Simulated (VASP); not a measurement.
**C: single point with PBE+D3(BJ)**

Crystal: C.

```xyz
4
Lattice="2.3664 0.0000 0.0000 -1.1832 2.0493 0.0000 0.0000 0.0000 6.7384" Properties=species:S:1:pos:R:3 pbc="T T T"
C     0.0000    0.0000    0.0168
C     0.0000    0.0000    3.3861
C     0.0000    1.3662    0.0168
C     1.1832    0.6831    3.3861
```

This cell differs from its parent crystal: strain -0.040 along x and y, +0.000 along z.

```
Program             : VASP 6.6.1
Task                : single point
Functional          : PBE
Dispersion          : D3(BJ)
Potentials or basis : VASP PAW PBE potentials, release 64 (C)
Cutoff              : 520 eV
k mesh              : 24 × 24 × 8
Occupations         : gaussian, width 0.15 eV
Spin                : no spin polarisation
```

```json
{"Pressure": "43.1 GPa", "Band gap on the k mesh": "zero (band 8 reaches 5.40 eV, above the bottom of band 9 at 5.38 eV)", "Dispersion energy per atom": "-0.149 eV"}
```

Stress tensor (GPa, compression positive):
```
64.71  0.00  0.00
 0.00 64.71  0.00
 0.00  0.00 -0.19
```

Levels at points of the mesh, in eV from the Fermi level:
| k point | band 4 | band 5 | band 6 | band 7 | band 8 | band 9 | band 10 | band 11 | band 12 | band 13 |
| --- | --- | --- | --- | --- | --- | --- | --- | --- | --- | --- |
| (0.00, 0.00, 0.00) | -7.48 | -2.94 | -2.94 | -2.93 | -2.93 | 3.76 | 9.16 | 9.16 | 9.21 | 9.21 |
| (0.50, 0.00, 0.00) | -13.98 | -6.75 | -6.70 | -2.97 | -2.34 | 1.53 | 2.23 | 8.47 | 8.84 | 11.48 |
| (0.00, 0.00, 0.50) | -8.48 | -2.94 | -2.94 | -2.94 | -2.94 | 6.35 | 6.35 | 9.19 | 9.19 | 9.19 |
| (0.50, 0.00, 0.50) | -14.03 | -6.72 | -6.72 | -2.60 | -2.60 | 1.70 | 1.70 | 8.65 | 8.65 | 13.00 |

Wall time 53 s on 1 thread of Intel(R) Xeon(R) 6975P-C (Granite Rapids) (shared host), peak memory 0.24 GiB.

Caveat: the cell differs from its parent crystal (strain -0.040 along x and y, +0.000 along z).
